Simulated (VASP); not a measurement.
# MgO (P6_3/mmc) in VASP: further runs

The runs below take MgO through single point, with PBEsol.

Program: VASP 6.6.1. These are calculated values, not measurements. Logs are shortened: lines on timing, memory, paths and dates and some standing lists are left out, and cuts for length are marked.

### Step 1. The cell of the first run

It takes space group P6_3/mmc (No. 194, hexagonal). The conventional cell has a = 3.352 Å, b = 3.352 Å, c = 4.042 Å, α = 90.00°, β = 90.00°, γ = 120.00°. Mg (site symmetry -6m2) has 5 O at 1.94 to 2.02 Å within 2.6 Å. Within 2.6 Å of O (site symmetry -6m2) lie 5 Mg at 1.94 to 2.02 Å.

### Step 2. Single point, PBEsol

File INCAR:

```
  PREC = Accurate
  ENCUT = 520
  EDIFF = 1E-6
  ISMEAR = -1
  SIGMA = 0.01
  LREAL = F
  LASPH = T
  NELM = 80
  ALGO = Normal
  ISIF = 2
  LWAVE = F
  LCHARG = F
  GGA = PS
  NBANDS = 16
```

File KPOINTS:

```
regular mesh
0
Gamma
  6 6 4
```

File POSCAR:

```
MgO
1.0
    3.3517513706      0.0000000000      0.0000000000
   -1.6758756853      2.9027018341      0.0000000000
    0.0000000000      0.0000000000      4.0418090717
Mg O
2 2
Direct
    0.6666666667      0.3333333333      0.7500000000
    0.3333333333      0.6666666667      0.2500000000
    0.6666666667      0.3333333333      0.2500000000
    0.3333333333      0.6666666667      0.7500000000
```

Potentials or basis: VASP PAW PBE potentials, release 64 (Mg, O).

Launch:

```bash
> cat potpaw_PBE.64/Mg/POTCAR potpaw_PBE.64/O/POTCAR > POTCAR
> mpirun -np 1 vasp_std > vasp.out
```

OUTCAR:

```text
PREC = Accurate
   ENCUT = 520
   EDIFF = 1E-6
   ISMEAR = -1
   LREAL = F
   LASPH = T
   NELM = 80
   ISIF = 2
   GGA = PS

 ion  position               nearest neighbor table
   1  0.667  0.333  0.750-   4 1.94   4 1.94   4 1.94   3 2.02   3 2.02   2 2.80   2 2.80   2 2.80
                             2 2.80   2 2.80   2 2.80
   2  0.333  0.667  0.250-   3 1.94   3 1.94   3 1.94   4 2.02   4 2.02   1 2.80   1 2.80   1 2.80
                             1 2.80   1 2.80   1 2.80
   3  0.667  0.333  0.250-   2 1.94   2 1.94   2 1.94   1 2.02   1 2.02
   4  0.333  0.667  0.750-   1 1.94   1 1.94   1 1.94   2 2.02   2 2.02

  LATTYP: Found a hexagonal cell.
 ALAT       =     3.3517513706
 C/A-ratio  =     1.2058797401

  Lattice vectors:

 A1 = (   3.3517513706,   0.0000000000,   0.0000000000)
 A2 = (  -1.6758756853,   2.9027018341,   0.0000000000)
 A3 = (   0.0000000000,   0.0000000000,   4.0418090717)

Analysis of symmetry for initial positions (statically):
=====================================================================
 Subroutine PRICEL returns:
 Original cell was already a primitive cell.

 Routine SETGRP: Setting up the symmetry group for a
 hexagonal supercell.

 Subroutine GETGRP returns: Found 24 space group operations
 (whereof 12 operations were pure point group operations)
 out of a pool of 24 trial point group operations.

The static configuration has the point symmetry D_3d.
 The point group associated with its full space group is D_6h.

Analysis of symmetry for dynamics (positions and initial velocities):
=====================================================================
 Subroutine PRICEL returns:
 Original cell was already a primitive cell.

 Routine SETGRP: Setting up the symmetry group for a
 hexagonal supercell.

 Subroutine GETGRP returns: Found 24 space group operations
 (whereof 12 operations were pure point group operations)
 out of a pool of 24 trial point group operations.

The dynamic configuration has the point symmetry D_3d.
 The point group associated with its full space group is D_6h.

 Subroutine INISYM returns: Found 24 space group operations
 (whereof 12 operations are pure point group operations),
 and found     1 'primitive' translations

----------------------------------------------------------------------------------------

                                     Primitive cell

  volume of cell :      39.3233

  direct lattice vectors                    reciprocal lattice vectors
     3.351751371  0.000000000  0.000000000     0.298351485  0.172253310  0.000000000
    -1.675875685  2.902701834  0.000000000     0.000000000  0.344506621  0.000000000
     0.000000000  0.000000000  4.041809072     0.000000000  0.000000000  0.247413963

  length of vectors
     3.351751371  3.351751371  4.041809072     0.344506621  0.344506621  0.247413963

  position of ions in fractional coordinates (direct lattice)
     0.666666667  0.333333333  0.750000000
     0.333333333  0.666666667  0.250000000
     0.666666667  0.333333333  0.250000000
     0.333333333  0.666666667  0.750000000

  ion indices of the primitive-cell ions
   primitive index   ion index
                 1           1
                 2           2
                 3           3
                 4           4

----------------------------------------------------------------------------------------

 KPOINTS: regular mesh

Automatic generation of k-mesh.
 Grid dimensions read from file:
 generate k-points for:    6    6    4

 Generating k-lattice:

  Cartesian coordinates                     Fractional coordinates (reciprocal lattice)
     0.049725248  0.028708885  0.000000000     0.166666667  0.000000000  0.000000000
     0.000000000  0.057417770  0.000000000     0.000000000  0.166666667  0.000000000
     0.000000000  0.000000000  0.061853491     0.000000000  0.000000000  0.250000000

  Length of vectors
     0.057417770  0.057417770  0.061853491

  Shift w.r.t. Gamma in fractional coordinates (k-lattice)
     0.000000000  0.000000000  0.000000000

 Subroutine IBZKPT returns following result:
 ===========================================

 Found     21 irreducible k-points:

 Following reciprocal coordinates:
            Coordinates               Weight
  0.000000  0.000000  0.000000      1.000000
  0.166667  0.000000  0.000000      6.000000
  0.333333  0.000000  0.000000      6.000000
  0.500000  0.000000  0.000000      3.000000
  0.166667  0.166667  0.000000      6.000000
  0.333333  0.166667  0.000000     12.000000
[... 13 lines left out ...]
  0.333333  0.166667  0.500000     12.000000
  0.333333  0.333333  0.500000      2.000000
   k-points           NKPTS =     21   k-points in BZ     NKDIM =     21   number of bands    NBANDS=     16
   number of dos      NEDOS =    301   number of ions     NIONS =      4
   total plane-waves  NPLWV =  23520
   dimension x,y,z NGX =    28 NGY =   28 NGZ =   30
   dimension x,y,z NGXF=    56 NGYF=   56 NGZF=   60
   ions per type =               2   2
   NGX,Y,Z   is equivalent  to a cutoff of  13.89, 13.89, 12.34 a.u.
   NGXF,Y,Z  is equivalent  to a cutoff of  27.78, 27.78, 24.68 a.u.
 SYSTEM =  unknown system
   PREC   = accura    normal or accurate (medium, high low for compatibility)
   ISTART =      0    job   : 0-new  1-cont  2-samecut
   ICHARG =      2    charge: 1-file 2-atom 10-const
   ISPIN  =      1    spin polarized calculation?
   LNONCOLLINEAR =      F non collinear calculations
   LSORBIT =      F    spin-orbit coupling
   LASPH  =      T    aspherical Exc in radial PAW
   ENCUT  =  520.0 eV  38.22 Ry    6.18 a.u.   6.23  6.23  7.52*2*pi/ulx,y,z
   NELM   =     80;   NELMIN=  2; NELMDL= -5     # of ELM steps
   EDIFF  = 0.1E-05   stopping-criterion for ELM
   LREAL  =      F    real-space projection
   EDIFFG = 0.1E-04   stopping-criterion for IOM
   NSW    =      0    number of steps for IOM
   IBRION =     -1    ionic relax: 0-MD 1-quasi-New 2-CG
   NFREE  =      0    steps in history (QN), initial steepest desc. (CG)
   ISIF   =      2    stress and relaxation
   ISYM   =      2    0-nonsym 1-usesym 2-fastsym
   POTIM  = 0.5000    time-step for ionic-motion
   TEBEG  =    0.0;   TEEND  =   0.0 temperature during run
   PSTRESS=    0.0 pullay stress
   NELECT =      16.0000    total number of electrons
   NUPDOWN=      -1.0000    fix difference up-down
   EMIN   =  10.00;   EMAX   =-10.00  energy-range for DOS
   EFERMI =   0.00;   METHOD = LEGACY
   ISMEAR =    -1;   SIGMA  =   0.01  broadening in eV -4-tet -1-fermi 0-gaus
   EFERMI_NEDOS =   21; number of points for ismear=-14 and -15
   IALGO  =     38    algorithm
   IMIX   =      4    mixing-type and parameters
     AMIX     =   0.40;   BMIX     =  1.00
     AMIX_MAG =   1.60;   BMIX_MAG =  1.00
  volume/ion in A,a.u.               =       9.83        66.34
  Fermi-wavevector in a.u.,A,eV,Ry     =   1.213104  2.292435 20.022634  1.471622
  Thomas-Fermi vector in A             =   2.348567
   LORBIT       =      0    0 simple, 1 ext, 2 COOP (PROOUT), +10 PAW based schemes
   GGA     = PS    functional components
   LHFCALC =     F    Hartree Fock is set to
   AEXX    =    0.0000 exact exchange contribution
   IVDW    =     0    specifies the selected vdW correction
   LEPSILON=     F    determine dielectric tensor
   LRPA    =     F    only Hartree local field effects (RPA)
 non-spin polarized calculation
  energy-cutoff  :      520.00
  volume of cell :       39.32
 maximum number of plane-waves:      1069
 NGX is ok and might be reduce to    28
   NGX = 13   NGY = 13   NGZ = 15

 number of electron      15.9999996 magnetization

 Free energy of the ion-electron system (eV)
  ---------------------------------------------------
  ext. energy  EPLUGINS =         0.00000000
  ---------------------------------------------------
  free energy    TOTEN  =       -24.47811829 eV

  energy without entropy =      -24.47811829  energy(sigma->0) =      -24.47811829

 E-fermi :   2.8878     XC(G=0): -10.8326

 val. band max:        2.6826279149   @ k =   0.0000   0.0000   0.0000
 cond. band min:       6.5676389099   @ k =   0.0000   0.0000   0.0000
 fundamental gap:      3.8850109950
 Fermi energy:         2.8878248049

 k-point     1 :       0.0000    0.0000    0.0000
  band No.  band energies     occupation
      1     -14.7366      2.00000
      2     -13.0017      2.00000
      3      -1.4596      2.00000
      4       0.6966      2.00000
      5       0.6966      2.00000
      6       1.6943      2.00000
[... 8 lines left out ...]
     15      18.7679      0.00000
     16      19.4931      0.00000

 k-point     2 :       0.1667    0.0000    0.0000
  band No.  band energies     occupation
      1     -14.5688      2.00000
      2     -13.0273      2.00000
      3      -1.2208      2.00000
      4       0.1906      2.00000
      5       0.4821      2.00000
      6       1.1377      2.00000
[... 8 lines left out ...]
     15      18.0962      0.00000
     16      18.4065      0.00000

 k-point     3 :       0.3333    0.0000    0.0000
  band No.  band energies     occupation
      1     -14.1580      2.00000
      2     -13.1466      2.00000
      3      -0.8899      2.00000
      4      -0.5815      2.00000
      5       0.1641      2.00000
      6       0.6451      2.00000
[... 8 lines left out ...]
     15      17.7071      0.00000
     16      18.2670      0.00000

 k-point     4 :       0.5000    0.0000    0.0000
  band No.  band energies     occupation
      1     -13.8513      2.00000
      2     -13.3041      2.00000
      3      -1.3744      2.00000
      4      -0.0227      2.00000
      5       0.0332      2.00000
      6       0.4836      2.00000
[... 8 lines left out ...]
     15      18.4033      0.00000
     16      18.5082      0.00000
[... 267 lines left out ...]
 k-point    19 :       0.1667    0.1667    0.5000
  band No.  band energies     occupation
      1     -13.6422      2.00000
      2     -13.6422      2.00000
      3      -1.1175      2.00000
      4      -1.1175      2.00000
      5       0.7784      2.00000
      6       0.7784      2.00000
[... 8 lines left out ...]
     15      19.2212      0.00000
     16      19.2212      0.00000

 k-point    20 :       0.3333    0.1667    0.5000
  band No.  band energies     occupation
      1     -13.4922      2.00000
      2     -13.4922      2.00000
      3      -1.4938      2.00000
      4      -1.4938      2.00000
      5       0.3627      2.00000
      6       0.3627      2.00000
[... 8 lines left out ...]
     15      19.6163      0.00000
     16      19.6163      0.00000

 k-point    21 :       0.3333    0.3333    0.5000
  band No.  band energies     occupation
      1     -13.4424      2.00000
      2     -13.4424      2.00000
      3      -1.3463      2.00000
      4      -1.3463      2.00000
      5      -0.2055      2.00000
      6      -0.2055      2.00000
[... 8 lines left out ...]
     15      20.8100      0.00000
     16      20.8100      0.00000

------------------------ aborting loop because EDIFF is reached ----------------------------------------

  FORCE on cell =-STRESS in cart. coord.  units (eV):
  Direction    XX          YY          ZZ          XY          YZ          ZX
  --------------------------------------------------------------------------------------
  -------------------------------------------------------------------------------------
  Total        4.8936496      4.8936496      4.8514330      0.0000000      0.0000000      0.0000000
  in kB      199.3854387    199.3854387    197.6653759      0.0000000      0.0000000      0.0000000
  external PRESSURE =     198.8120844 kB  Pullay stress =       0.0000000 kB

 VOLUME and BASIS-vectors are now :
 -----------------------------------------------------------------------------
  energy-cutoff  :      520.00
  volume of cell :       39.32
      direct lattice vectors                 reciprocal lattice vectors
     3.351751371  0.000000000  0.000000000     0.298351485  0.172253310  0.000000000
    -1.675875685  2.902701834  0.000000000     0.000000000  0.344506621  0.000000000
     0.000000000  0.000000000  4.041809072     0.000000000  0.000000000  0.247413963

 POSITION                                       TOTAL-FORCE (eV/Angst)
 -----------------------------------------------------------------------------------
      1.67588      0.96757      3.03136        -0.000000      0.000000      0.000000
     -0.00000      1.93513      1.01045         0.000000     -0.000000      0.000000
      1.67588      0.96757      1.01045        -0.000000      0.000000     -0.000000
     -0.00000      1.93513      3.03136        -0.000000      0.000000      0.000000
 -----------------------------------------------------------------------------------
    total drift:                               -0.000000      0.000000     -0.000000

  FREE ENERGIE OF THE ION-ELECTRON SYSTEM (eV)
  ---------------------------------------------------
  free  energy   TOTEN  =       -24.4781182937 eV

  energy  without entropy=      -24.4781182937  energy(sigma->0) =      -24.47811829
```

It took 22 s on 1 thread of Intel Xeon 8259CL, shared host; peak memory 0.16 GiB.

Results:

```yaml
Free_energy: -24.4781 eV
Pressure: 19.9 GPa
Band_gap_on_the_k_mesh: 3.88 eV
```

Caveat: the cell stands under pressure; the PAW data sets were made with another functional, which shifts forces and pressure a little.

### Step 3. Single point, PBEsol

This run uses another cell than the first one, of 10.70 Å³/atom.

File INCAR:

```
PREC = Accurate
ENCUT = 520
EDIFF = 1E-6
ISMEAR = -1
SIGMA = 0.01
LREAL = False
LASPH = True
NELM = 100
ALGO = Normal
ISIF = 2
LWAVE = False
LCHARG = False
GGA = PS
NBANDS = 16
```

KPOINTS is that of step 2.

File POSCAR:

```
MgO
1.0
    3.4509429213      0.0000000000      0.0000000000
   -1.7254714607      2.9886042369      0.0000000000
    0.0000000000      0.0000000000      4.1495473429
Mg O
2 2
Direct
    0.6666666667      0.3333333333      0.7500000000
    0.3333333333      0.6666666667      0.2500000000
    0.6666666667      0.3333333333      0.2500000000
    0.3333333333      0.6666666667      0.7500000000
```

Potentials or basis: VASP PAW PBE potentials, release 64 (Mg, O).

Launch:

```bash
> cat potpaw_PBE.64/Mg/POTCAR potpaw_PBE.64/O/POTCAR > POTCAR
> mpirun -np 1 vasp_std > vasp.out
```

Run time: 26 s. Hardware: 1 thread of Intel Xeon 8259CL, shared host; peak memory 0.16 GiB.

It converged, with:

```yaml
Free_energy: -24.7372 eV
Pressure: 4.7 GPa
Band_gap_on_the_k_mesh: 3.45 eV
```

Stress tensor (GPa, compression positive):
```
4.70 0.00 0.00
0.00 4.70 0.00
0.00 0.00 4.58
```

Levels at points of the mesh, in eV from the valence-band top:
```tsv
k point	band 4	band 5	band 6	band 7	band 8	band 9	band 10	band 11	band 12	band 13
(0.00, 0.00, 0.00)	-1.81	-1.81	-0.86	-0.86	0.00	3.45	9.59	12.29	12.62	12.62
(0.50, 0.00, 0.00)	-2.48	-2.44	-2.04	-1.37	-0.55	6.93	9.28	9.73	12.37	12.92
(0.00, 0.00, 0.50)	-2.52	-1.35	-1.35	-1.35	-1.35	6.49	6.49	12.97	12.97	12.97
(0.50, 0.00, 0.50)	-4.04	-1.61	-1.61	-0.88	-0.88	7.26	7.26	12.19	12.19	14.19
```

Caveat: the cell stands under pressure; the PAW data sets were made with another functional, which shifts forces and pressure a little.
